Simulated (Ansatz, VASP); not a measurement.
Two plane-wave programs on CdSe

INCAR

```
SYSTEM = CdSe
PREC = Accurate ; ENCUT = 520
EDIFF = 1E-7 ; ISMEAR = 0
SIGMA = 0.01 ; LREAL = .FALSE.
LASPH = .TRUE. ; NELM = 100
ALGO = Normal ; ISIF = 2
LWAVE = .FALSE. ; LCHARG = .TRUE.
GGA = PE ; LELF = .TRUE.
LVHAR = .TRUE. ; NBANDS = 16
```

File KPOINTS:

```
regular mesh
0
G
  4 4 4
  0 0 0
```

File POSCAR:

```
CdSe
1.0
    0.0229200000      3.0035200000      2.9919200000
    3.0399300000     -0.0147700000      3.0296100000
    3.1147700000      3.1160500000     -0.0896100000
Cd Se
1 1
Direct
    0.9378500000      0.0071100000      0.0465100000
    0.7039600000      0.7332900000      0.7914800000
```

Input for Ansatz:

```yaml
crystal:
  lattice:
    - [0.02292, 3.00352, 2.99192]
    - [3.03993, -0.01477, 3.02961]
    - [3.11477, 3.11605, -0.08961]
  atoms:
    - { symbol: Cd, position: [0.93785, 0.00711, 0.04651] }
    - { symbol: Se, position: [0.70396, 0.73329, 0.79148] }
basis:
  ecutwfc: 540.0
  xc_grid: 2
kpoints:
  mp_grid:
    grid: [4, 4, 4]
hamiltonian:
  xc: pbe
scf:
  convergence:
    dr2_threshold: 1.0e-09
  occupations:
    method: fixed
output:
  forces: true
  stress: true
```

Alike in both runs: task single point; functional PBE; k mesh 4 × 4 × 4; no spin polarisation.

|  | VASP | Ansatz |
| --- | --- | --- |
| version | VASP 6.6.1 | Ansatz 0.2.0 |
| potentials or method | VASP PAW PBE potentials, release 64 (Cd, Se), cutoff 520 eV | plane waves, PAW |
| occupations | gaussian, width 0.01 eV | fixed |
| valence electrons in the cell | 18 | 36 |

```tsv
	VASP	Ansatz	Ansatz less VASP
pressure (GPa)	2.4	2.1	-0.30
traceless stress, the component that is largest in VASP (GPa)	-1.87	-1.81	+0.053
rms of the force components (eV/Å)	0.291	0.281	-0.0091
```

Atom by atom the forces differ by 0.009 eV/Å (rms over components). VASP's potentials hold 18 valence electrons a cell and Ansatz's 36, so a difference there can come from the potentials and not from the codes. Ansatz's warnings: stress scf threshold loose.

The k mesh is coarse, so the values compare programs but aren't converged.
